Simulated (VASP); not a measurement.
# SrO (P6_3/mmc) in VASP: notebook, part 2 of 2

VASP 6.6.1. Earlier steps stand in the parts before.

**3. Single point, PBE (16.66 Å³/atom)**

This run uses another cell than the first one, of 16.66 Å³/atom.

Contents of INCAR:

```
PREC = Accurate
ENCUT = 520
EDIFF = 1E-7
ISMEAR = -1
SIGMA = 0.05
LREAL = False
LASPH = True
NELM = 60
ALGO = Normal
ISIF = 2
LWAVE = False
LCHARG = False
GGA = PE
NBANDS = 24
```

Contents of KPOINTS:

```
regular mesh
0
Gamma
  9 9 5
```

Contents of POSCAR:

```
SrO
1.0
    3.5294398006      0.0000000000      0.0000000000
   -1.7647199003      3.0565845284      0.0000000000
    0.0000000000      0.0000000000      6.1755758504
Sr O
2 2
Direct
    0.6666666667      0.3333333333      0.7500000000
    0.3333333333      0.6666666667      0.2500000000
    0.0000000000      0.0000000000      0.5000000000
    0.0000000000      0.0000000000      0.0000000000
```

Potentials or basis: VASP PAW PBE potentials, release 64 (Sr_sv, O).

Launch:

```bash
$ cat potpaw_PBE.64/Sr_sv/POTCAR potpaw_PBE.64/O/POTCAR > POTCAR
$ mpirun -np 1 vasp_std > vasp.out
```

It took 39 s on 1 thread of AMD EPYC 9R45 (Zen 5), shared host; peak memory 0.18 GiB.

It converged, with:

| Item | Value |
| --- | --- |
| Free energy | -23.7118 eV |
| Pressure | 3.9 GPa |
| Band gap on the k mesh | 3.09 eV (least direct gap 3.20 eV) |

Levels at points of the mesh, in eV from the valence-band top:
| k point | band 14 | band 15 | band 16 | band 17 | band 18 | band 19 |
| --- | --- | --- | --- | --- | --- | --- |
| (0.00, 0.00, 0.00) | -0.81 | -0.81 | 0.00 | 3.20 | 5.07 | 5.14 |

Caveat: the cell stands under pressure; an odd mesh through Γ misses points on the zone boundary, where band edges can lie.

**4. Single point, PBE (17.00 Å³/atom)**

This run uses another cell than the first one, of 17.00 Å³/atom.

Contents of INCAR:

```
SYSTEM = SrO
ALGO = Normal
EDIFF = 1E-7
ENCUT = 520
GGA = PE
ISIF = 2
ISMEAR = -1
LASPH = .True.
LCHARG = .False.
LREAL = .False.
LWAVE = .False.
NBANDS = 24
NELM = 80
PREC = Accurate
SIGMA = 0.05
```

Contents of KPOINTS:

```
k-points
0
Gamma
  9 9 5
  0 0 0
```

Contents of POSCAR:

```
SrO
1.0
    3.5532880902      0.0000000000      0.0000000000
   -1.7766440451      3.0772377531      0.0000000000
    0.0000000000      0.0000000000      6.2173039800
Sr O
2 2
Direct
    0.6666666667      0.3333333333      0.7500000000
    0.3333333333      0.6666666667      0.2500000000
    0.0000000000      0.0000000000      0.5000000000
    0.0000000000      0.0000000000      0.0000000000
```

Potentials or basis: VASP PAW PBE potentials, release 64 (Sr_sv, O).

Launch:

```bash
$ cat potpaw_PBE.64/Sr_sv/POTCAR potpaw_PBE.64/O/POTCAR > POTCAR
$ mpirun -np 1 vasp_std > vasp.out
```

OUTCAR:

```text
SYSTEM = SrO
   EDIFF = 1E-7
   ENCUT = 520
   GGA = PE
   ISIF = 2
   ISMEAR = -1
   LASPH = .True.
   LREAL = .False.
   NELM = 80
   PREC = Accurate

 ion  position               nearest neighbor table
   1  0.667  0.333  0.750-   3 2.57   4 2.57   3 2.57   4 2.57   3 2.57   4 2.57   2 3.72   2 3.72
                             2 3.72   2 3.72   2 3.72   2 3.72
   2  0.333  0.667  0.250-   3 2.57   4 2.57   3 2.57   4 2.57   3 2.57   4 2.57   1 3.72   1 3.72
                             1 3.72   1 3.72   1 3.72   1 3.72
   3  0.000  0.000  0.500-   1 2.57   2 2.57   1 2.57   2 2.57   1 2.57   2 2.57
   4  0.000  0.000  0.000-   1 2.57   2 2.57   1 2.57   2 2.57   1 2.57   2 2.57

  LATTYP: Found a hexagonal cell.
 ALAT       =     3.5532880902
[... 850 lines left out ...]
  -------------------------------------------------------------------------------------
  Total        0.8869055      0.8869055      0.7869370      0.0000000     -0.0000000      0.0000000
  in kB       20.9023140     20.9023140     18.5462872      0.0000000     -0.0000000      0.0000000
  external PRESSURE =      20.1169717 kB  Pullay stress =       0.0000000 kB

 VOLUME and BASIS-vectors are now :
 -----------------------------------------------------------------------------
  energy-cutoff  :      520.00
  volume of cell :       67.98
      direct lattice vectors                 reciprocal lattice vectors
     3.553288090  0.000000000  0.000000000     0.281429475  0.162483383  0.000000000
    -1.776644045  3.077237753  0.000000000     0.000000000  0.324966766  0.000000000
     0.000000000  0.000000000  6.217303980     0.000000000  0.000000000  0.160841420

 POSITION                                       TOTAL-FORCE (eV/Angst)
 -----------------------------------------------------------------------------------
      1.77664      1.02575      4.66298         0.000000     -0.000000      0.000000
     -0.00000      2.05149      1.55433        -0.000000      0.000000      0.000000
      0.00000      0.00000      3.10865        -0.000000      0.000000      0.000000
      0.00000      0.00000      0.00000         0.000000      0.000000      0.000000
 -----------------------------------------------------------------------------------
    total drift:                               -0.000000      0.000000     -0.000000

  FREE ENERGIE OF THE ION-ELECTRON SYSTEM (eV)
  ---------------------------------------------------
  free  energy   TOTEN  =       -23.7377689056 eV

  energy  without entropy=      -23.7377689056  energy(sigma->0) =      -23.73776891
```

stdout:

```text
POSCAR found type information on POSCAR SrO
 POSCAR found :  2 types and       4 ions
 scaLAPACK will be used
 LDA part: xc-table for (Slater+PW92), standard interpolation
 POSCAR, INCAR and KPOINTS ok, starting setup
 FFT: planning ... GRIDC
 FFT: planning ... GRID_SOFT
 FFT: planning ... GRID
 WAVECAR not read
 entering main loop
```

It took 39 s on 1 thread of AMD EPYC 9R45 (Zen 5), shared host; peak memory 0.18 GiB.

What came out:

```yaml
Free_energy: -23.7378 eV
Pressure: 2.0 GPa
Band_gap_on_the_k_mesh: 3.08 eV
```

Stress tensor (GPa, compression positive):
```
2.09 0.00 0.00
0.00 2.09 0.00
0.00 0.00 1.85
```

Levels at points of the mesh, in eV from the valence-band top:
| k point | band 14 | band 15 | band 16 | band 17 | band 18 | band 19 |
| --- | --- | --- | --- | --- | --- | --- |
| (0.00, 0.00, 0.00) | -0.78 | -0.78 | 0.00 | 3.08 | 5.02 | 5.12 |

Caveat: an odd mesh through Γ misses points on the zone boundary, where band edges can lie.

**5. Single point, PBE (17.68 Å³/atom)**

This run uses another cell than the first one, of 17.68 Å³/atom.

Contents of INCAR:

```
SYSTEM = SrO
ALGO = Normal
EDIFF = 1E-6
ENCUT = 520
GGA = PE
ISIF = 2
ISMEAR = -1
LASPH = .True.
LCHARG = .True.
LELF = .True.
LREAL = .False.
LVHAR = .True.
LWAVE = .False.
NBANDS = 24
NELM = 80
PREC = Accurate
SIGMA = 0.05
```

KPOINTS is that of step 4.

Contents of POSCAR:

```
SrO
1.0
    3.6000472431      0.0000000000      0.0000000000
   -1.8000236215      3.1177323673      0.0000000000
    0.0000000000      0.0000000000      6.2991199937
Sr O
2 2
Direct
    0.6666666667      0.3333333333      0.7500000000
    0.3333333333      0.6666666667      0.2500000000
    0.0000000000      0.0000000000      0.5000000000
    0.0000000000      0.0000000000      0.0000000000
```

Launch:

```bash
$ cat potpaw_PBE.64/Sr_sv/POTCAR potpaw_PBE.64/O/POTCAR > POTCAR
$ mpirun -np 1 vasp_std > vasp.out
```

Wall time 35 s (1 thread of AMD EPYC 9R45 (Zen 5), shared host); peak memory 0.18 GiB.

Results (log left out):

```yaml
Free_energy: -23.7451 eV
Pressure: -1.3 GPa
Band_gap_on_the_k_mesh: 2.86 eV
```

Stress tensor (GPa, compression positive):
```
-1.02  0.00  0.00
 0.00 -1.02  0.00
 0.00  0.00 -1.76
```

Levels at points of the mesh, in eV from the valence-band top:
```tsv
k point	band 12	band 13	band 14	band 15	band 16	band 17	band 18	band 19	band 20	band 21
(0.00, 0.00, 0.00)	-0.97	-0.97	-0.72	-0.72	0.00	2.86	4.92	5.08	6.08	6.08
```

Caveat: an odd mesh through Γ misses points on the zone boundary, where band edges can lie.

**6. The runs side by side**

```csv
cell,gap on the mesh (eV),pressure (GPa)
"a = 3.481, b = 3.481, c = 6.090 Å, angles 90.0, 90.0, 120.0°, 4 atoms",3.10,8.4
"a = 3.529, b = 3.529, c = 6.176 Å, angles 90.0, 90.0, 120.0°, 4 atoms",3.09,3.9
"a = 3.553, b = 3.553, c = 6.217 Å, angles 90.0, 90.0, 120.0°, 4 atoms",3.08,2.0
"a = 3.600, b = 3.600, c = 6.299 Å, angles 90.0, 90.0, 120.0°, 4 atoms",2.86,-1.3
```

Alike in all rows: task single point; level PBE; potentials or basis VASP PAW PBE potentials, release 64 (Sr_sv, O); no spin polarisation; k mesh 9 × 9 × 5; cutoff (eV) 520; smearing fermi-dirac 0.05 eV.

Caveats: an odd mesh through Γ misses points on the zone boundary, where band edges can lie; the cell stands under pressure (at least some runs).

Absolute energies hang on the potentials; compare differences alone.
